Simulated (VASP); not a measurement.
Write the native input for VASP 6.6.1 that does the following.

```yaml
Task: single point
Functional: PBEsol
Potentials_or_basis: VASP PAW PBE potentials, release 64 (Rh_pv)
Cutoff: 520 eV
k_mesh: 18 × 18 × 6
Occupations: gaussian, width 0.15 eV
Spin: no spin polarisation
Dipole_correction: no
Further_INCAR_settings: ALGO = Fast; EDIFF = 1e-07; NBANDS = 38
```

The structure of Rh lies in POSCAR:

```
Rh
1.0
    2.6488000000      0.0000000000      0.0000000000
   -1.3244000000      2.2939280895      0.0000000000
    0.0000000000      0.0000000000      9.1930000000
Rh
4
Direct
    0.0000000000      0.0000000000      0.0000000000
    0.3333333333      0.6666666667      0.2500000000
    0.0000000000      0.0000000000      0.5000000000
    0.6666666667      0.3333333333      0.7500000000
```

This isn't the form of Rh at room conditions, which is fcc.

One way to write it, as run:

INCAR

```
ALGO = Fast
EDIFF = 1E-7
ENCUT = 520
GGA = PS
ISIF = 2
ISMEAR = 0
LASPH = True
LCHARG = True
LELF = True
LREAL = False
LVHAR = True
LWAVE = False
NBANDS = 38
NELM = 60
PREC = Accurate
SIGMA = 0.15
```

KPOINTS

```
k-points
0
Gamma
  18 18 6
```

Potentials or basis: VASP PAW PBE potentials, release 64 (Rh_pv).

Launch:

```console
$ cat potpaw_PBE.64/Rh_pv/POTCAR > POTCAR
$ mpirun -np 1 vasp_std > vasp.out
```

It gave:

The pressure is -7.3 GPa and the band gap on the k mesh is zero (bands 30 and 31 overlap by 2.05 eV).

Caveat: the stress differs along the axes, from -21 to -1 GPa; the PAW data sets were made with another functional, which shifts forces and pressure a little.

It took 8.6 min on 1 thread of Intel Xeon 8259CL (shared host), peak memory 0.33 GiB.
